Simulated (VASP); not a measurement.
# Ti3C in VASP: relaxation of the atoms with PBE

Aim: the relaxation of the atoms of Ti3C with PBE.

Everything below comes from runs of VASP 6.6.1. Logs are shortened: lines on timing, memory, paths and dates and some standing lists are left out, and cuts for length are marked.

### Step 1. The cell of the first run

The cell holds a slab with vacuum, 4 atoms: a = 2.908 Å, b = 2.908 Å, c = 19.306 Å, α = 90.00°, β = 90.00°, γ = 90.00°.

### Step 2. Relaxation of the atoms, PBE

Input file INCAR:

```
SYSTEM = Ti3C
PREC = Accurate ; ENCUT = 520
EDIFF = 1E-7 ; ISMEAR = 0
SIGMA = 0.1 ; LREAL = .False.
LASPH = .True. ; NELM = 80
ALGO = Normal ; ISIF = 2
LWAVE = .False. ; LCHARG = .False.
LDIPOL = .True. ; IDIPOL = 3
DIPOL = 0.5 0.5 0.361 ; GGA = PE
IBRION = 2 ; NSW = 36
EDIFFG = -0.025
```

Input file KPOINTS:

```
Automatic mesh
0
Gamma
  9 9 1
  0 0 0
```

Input file POSCAR:

```
Ti3C
1.0
    2.9075446952      0.0000000000      0.0000000000
    0.0000000000      2.9075446952      0.0000000000
    0.0000000000      0.0000000000     19.3059824261
Ti C
3 1
Selective dynamics
Direct
    0.5000000000      0.5000000000      0.2071896634  F F F
    0.0000000000      0.0000000000      0.3057583540  F F F
    0.5000000000      0.5000000000      0.4043297178  F F F
    0.5000000000      0.5000000000      0.5265716192  F F T
```

Potentials or basis: VASP PAW PBE potentials, release 64 (Ti_sv, C).

Command:

```
$ cat potpaw_PBE.64/Ti_sv/POTCAR potpaw_PBE.64/C/POTCAR > POTCAR
$ mpirun -np 1 vasp_std > vasp.out
```

OUTCAR:

```text
SYSTEM = Ti3C
   PREC = Accurate
   ENCUT = 520
   EDIFF = 1E-7
   ISMEAR = 0
   LREAL = .False.
   LASPH = .True.
   NELM = 80
   ISIF = 2
   GGA = PE
   IBRION = 2
   NSW = 36
   EDIFFG = -0.025

 ion  position               nearest neighbor table
   1  0.500  0.500  0.207-   2 2.80   2 2.80   2 2.80   2 2.80
   2  0.000  0.000  0.306-   1 2.80   1 2.80   1 2.80   1 2.80   3 2.80   3 2.80   3 2.80   3 2.80

   3  0.500  0.500  0.404-   4 2.36   2 2.80   2 2.80   2 2.80   2 2.80
   4  0.500  0.500  0.527-   3 2.36

  LATTYP: Found a simple tetragonal cell.
 ALAT       =     2.9075446952
 C/A-ratio  =     6.6399606713

  Lattice vectors:

 A1 = (   2.9075446952,   0.0000000000,   0.0000000000)
 A2 = (   0.0000000000,   2.9075446952,   0.0000000000)
 A3 = (   0.0000000000,   0.0000000000,  19.3059824261)

Analysis of symmetry for initial positions (statically):
=====================================================================
 Subroutine PRICEL returns:
 Original cell was already a primitive cell.

 Routine SETGRP: Setting up the symmetry group for a
 simple tetragonal supercell.

 Subroutine GETGRP returns: Found  8 space group operations
 (whereof  8 operations were pure point group operations)
 out of a pool of 16 trial point group operations.

The static configuration has the point symmetry C_4v.

Analysis of symmetry for dynamics (positions and initial velocities):
=====================================================================
 Subroutine PRICEL returns:
 Original cell was already a primitive cell.

 Routine SETGRP: Setting up the symmetry group for a
 simple tetragonal supercell.

 Subroutine GETGRP returns: Found  8 space group operations
 (whereof  8 operations were pure point group operations)
 out of a pool of 16 trial point group operations.

The dynamic configuration has the point symmetry C_4v.

Analysis of constrained symmetry for selective dynamics:
=====================================================================
 Subroutine PRICEL returns:
 Original cell was already a primitive cell.

 Routine SETGRP: Setting up the symmetry group for a
 simple tetragonal supercell.

 Subroutine GETGRP returns: Found  8 space group operations
 (whereof  8 operations were pure point group operations)
 out of a pool of 16 trial point group operations.

The constrained configuration has the point symmetry C_4v.

 Subroutine INISYM returns: Found  8 space group operations
 (whereof  8 operations are pure point group operations),
 and found     1 'primitive' translations

----------------------------------------------------------------------------------------

                                     Primitive cell

  volume of cell :     163.2092

  direct lattice vectors                    reciprocal lattice vectors
     2.907544695  0.000000000  0.000000000     0.343932804  0.000000000  0.000000000
     0.000000000  2.907544695  0.000000000     0.000000000  0.343932804  0.000000000
     0.000000000  0.000000000 19.305982426     0.000000000  0.000000000  0.051797416

  length of vectors
     2.907544695  2.907544695 19.305982426     0.343932804  0.343932804  0.051797416

  position of ions in fractional coordinates (direct lattice)
     0.500000000  0.500000000  0.207189663
     0.000000000  0.000000000  0.305758354
     0.500000000  0.500000000  0.404329718
     0.500000000  0.500000000  0.526571619

  ion indices of the primitive-cell ions
   primitive index   ion index
                 1           1
                 2           2
                 3           3
                 4           4

----------------------------------------------------------------------------------------

[... 21 lines left out ...]

 Found     15 irreducible k-points:

 Following reciprocal coordinates:
            Coordinates               Weight
  0.000000  0.000000  0.000000      1.000000
  0.111111  0.000000  0.000000      4.000000
  0.222222  0.000000  0.000000      4.000000
  0.333333  0.000000  0.000000      4.000000
  0.444444  0.000000  0.000000      4.000000
  0.111111  0.111111  0.000000      4.000000
  0.222222  0.111111  0.000000      8.000000
  0.333333  0.111111  0.000000      8.000000
  0.444444  0.111111  0.000000      8.000000
  0.222222  0.222222  0.000000      4.000000
  0.333333  0.222222  0.000000      8.000000
  0.444444  0.222222  0.000000      8.000000
  0.333333  0.333333  0.000000      4.000000
  0.444444  0.333333  0.000000      8.000000
  0.444444  0.444444  0.000000      4.000000
   k-points           NKPTS =     15   k-points in BZ     NKDIM =     15   number of bands    NBANDS=     24
   number of dos      NEDOS =    301   number of ions     NIONS =      4
   total plane-waves  NPLWV =  82944
   dimension x,y,z NGX =    24 NGY =   24 NGZ =  144
   dimension x,y,z NGXF=    48 NGYF=   48 NGZF=  288
   ions per type =               3   1
   NGX,Y,Z   is equivalent  to a cutoff of  13.72, 13.72, 12.40 a.u.
   NGXF,Y,Z  is equivalent  to a cutoff of  27.45, 27.45, 24.80 a.u.
 SYSTEM =  Ti3C
   PREC   = accura    normal or accurate (medium, high low for compatibility)
   ISTART =      0    job   : 0-new  1-cont  2-samecut
   ICHARG =      2    charge: 1-file 2-atom 10-const
   ISPIN  =      1    spin polarized calculation?
   LNONCOLLINEAR =      F non collinear calculations
   LSORBIT =      F    spin-orbit coupling
   LASPH  =      T    aspherical Exc in radial PAW
   ENCUT  =  520.0 eV  38.22 Ry    6.18 a.u.   5.41  5.41 35.90*2*pi/ulx,y,z
   NELM   =     80;   NELMIN=  2; NELMDL= -5     # of ELM steps
   EDIFF  = 0.1E-06   stopping-criterion for ELM
   LREAL  =      F    real-space projection
   EDIFFG = -.3E-01   stopping-criterion for IOM
   NSW    =     36    number of steps for IOM
   IBRION =      2    ionic relax: 0-MD 1-quasi-New 2-CG
   NFREE  =      1    steps in history (QN), initial steepest desc. (CG)
   ISIF   =      2    stress and relaxation
   ISYM   =      2    0-nonsym 1-usesym 2-fastsym
   POTIM  = 0.5000    time-step for ionic-motion
   TEBEG  =    0.0;   TEEND  =   0.0 temperature during run
   PSTRESS=    0.0 pullay stress
   NELECT =      40.0000    total number of electrons
   NUPDOWN=      -1.0000    fix difference up-down
   EMIN   =  10.00;   EMAX   =-10.00  energy-range for DOS
   EFERMI =   0.00;   METHOD = LEGACY
   ISMEAR =     0;   SIGMA  =   0.10  broadening in eV -4-tet -1-fermi 0-gaus
   EFERMI_NEDOS =   21; number of points for ismear=-14 and -15
   IALGO  =     38    algorithm
   IMIX   =      4    mixing-type and parameters
     AMIX     =   0.40;   BMIX     =  1.00
     AMIX_MAG =   1.60;   BMIX_MAG =  1.00
  volume/ion in A,a.u.               =      40.80       275.35
  Fermi-wavevector in a.u.,A,eV,Ry     =   1.024503  1.936030 14.280764  1.049607
  Thomas-Fermi vector in A             =   2.158294
   LORBIT       =      0    0 simple, 1 ext, 2 COOP (PROOUT), +10 PAW based schemes
   GGA     = PE    functional components
   LHFCALC =     F    Hartree Fock is set to
   AEXX    =    0.0000 exact exchange contribution
   IVDW    =     0    specifies the selected vdW correction
   LEPSILON=     F    determine dielectric tensor
   LRPA    =     F    only Hartree local field effects (RPA)
 conjugate gradient relaxation of ions
 non-spin polarized calculation
 Gauss-broadening in eV      SIGMA  =   0.10
  energy-cutoff  :      520.00
  volume of cell :      163.21
 maximum number of plane-waves:      4439
 NGX is ok and might be reduce to    24
   NGX = 11   NGY = 11   NGZ = 71

--------------------------------------- Ionic step        1  -------------------------------------------

 number of electron      40.0000014 magnetization

 Free energy of the ion-electron system (eV)
  ---------------------------------------------------
  ext. energy  EPLUGINS =         0.00000000
  ---------------------------------------------------
  free energy    TOTEN  =       -25.66287024 eV

  energy without entropy =      -25.61308474  energy(sigma->0) =      -25.63797749

------------------------ aborting loop because EDIFF is reached ----------------------------------------

  FORCE on cell =-STRESS in cart. coord.  units (eV):
  Direction    XX          YY          ZZ          XY          YZ          ZX
  --------------------------------------------------------------------------------------
  -------------------------------------------------------------------------------------
  Total       -2.9311286     -2.9311286     -3.0216382      0.0000000      0.0000000      0.0000000
  in kB      -28.7740343    -28.7740343    -29.6625400      0.0000000      0.0000000      0.0000000
  external PRESSURE =     -29.0702029 kB  Pullay stress =       0.0000000 kB
[... 133 lines left out ...]
  FREE ENERGIE OF THE ION-ELECTRON SYSTEM (eV)
  ---------------------------------------------------
  free  energy   TOTEN  =       -24.4169512324 eV

  energy  without entropy=      -24.3862458279  energy(sigma->0) =      -24.40159853

 dipolmoment           0.000000      0.000000     -0.101672 electrons x Angstroem

--------------------------------------- Ionic step        5  -------------------------------------------

 number of electron      40.0000014 magnetization

------------------------ aborting loop because EDIFF is reached ----------------------------------------
[... 71 lines left out ...]
--------------------------------------- Ionic step        7  -------------------------------------------

 number of electron      40.0000014 magnetization

 dipolmoment           0.000000      0.000000      0.147282 electrons x Angstroem

 Free energy of the ion-electron system (eV)
  ---------------------------------------------------
  ext. energy  EPLUGINS =         0.00000000
  ---------------------------------------------------
  free energy    TOTEN  =       -26.17314275 eV

  energy without entropy =      -26.11764290  energy(sigma->0) =      -26.14539283

 E-fermi :  -0.5472     XC(G=0):  -5.3149

 val. band max:       -0.5496092251   @ k =   0.2222   0.2222   0.0000
 cond. band min:      -0.5368745478   @ k =   0.1111   0.0000   0.0000
 fundamental gap:      0.0127346773
 Fermi energy:        -0.5471694877

 k-point     1 :       0.0000    0.0000    0.0000
  band No.  band energies     occupation
      1     -57.4138      2.00000
      2     -57.0332      2.00000
      3     -56.8189      2.00000
      4     -33.8411      2.00000
      5     -33.4405      2.00000
      6     -33.4405      2.00000
[... 394 lines left out ...]
     23      -0.1439      0.00000
     24       1.7656      0.00000

------------------------ aborting loop because EDIFF is reached ----------------------------------------

 vacuum level on the upper side and lower side of the slab       (xc-potential included)         1.454        -1.774

  FORCE on cell =-STRESS in cart. coord.  units (eV):
  Direction    XX          YY          ZZ          XY          YZ          ZX
  --------------------------------------------------------------------------------------
  -------------------------------------------------------------------------------------
  Total       -1.9698409     -1.9698409      2.1954723      0.0000000      0.0000000      0.0000000
  in kB      -19.3373528    -19.3373528     21.5523106      0.0000000      0.0000000      0.0000000
  external PRESSURE =      -5.7074650 kB  Pullay stress =       0.0000000 kB
[... 19 lines left out ...]
  FREE ENERGIE OF THE ION-ELECTRON SYSTEM (eV)
  ---------------------------------------------------
  free  energy   TOTEN  =       -26.1731427527 eV

  energy  without entropy=      -26.1176429002  energy(sigma->0) =      -26.14539283

 reached required accuracy - stopping structural energy minimisation

 vacuum level on the upper side and lower side of the slab         6.331         3.051
```

Wall time 12 min (1 thread of Intel Xeon Platinum 8488C (Sapphire Rapids), shared host); peak memory 0.3 GiB.

Results:

```
Free energy               : -26.1731 eV
Energy gained by relaxing : 127.6 meV/atom
Ionic steps               : 7
Band gap on the k mesh    : zero (bands 20 and 21 overlap by 0.23 eV)
```

The path:
| step | energy change (eV) | largest force on free atoms (eV/Å) | pressure (GPa) |
| --- | --- | --- | --- |
| 1 | 0.0000 | 1.7132 | -2.91 |
| 2 | -0.1401 | 1.6694 | -2.65 |
| 3 | -0.4742 | 0.7524 | -1.29 |
| 4 | 1.2459 | 10.5736 | 6.19 |
| 5 | -0.4951 | 0.5118 | -1.03 |
| 6 | -0.5097 | 0.1117 | -0.46 |
| 7 | -0.5103 | 0.0169 | -0.57 |

Final structure:
```
Ti C
1.0
     2.90754    0.00000    0.00000
     0.00000    2.90754    0.00000
     0.00000    0.00000   19.30598
Ti C
3 1
Direct
  0.50000 0.50000 0.20719
  0.00000 0.00000 0.30576
  0.50000 0.50000 0.40433
  0.50000 0.50000 0.50490
```

Levels at points of the mesh, in eV from the Fermi level:
| k point | band 18 | band 19 | band 20 | band 21 | band 22 | band 23 |
| --- | --- | --- | --- | --- | --- | --- |
| (0.00, 0.00, 0.00) | -0.91 | -0.50 | -0.01 | 0.79 | 0.89 | 0.89 |
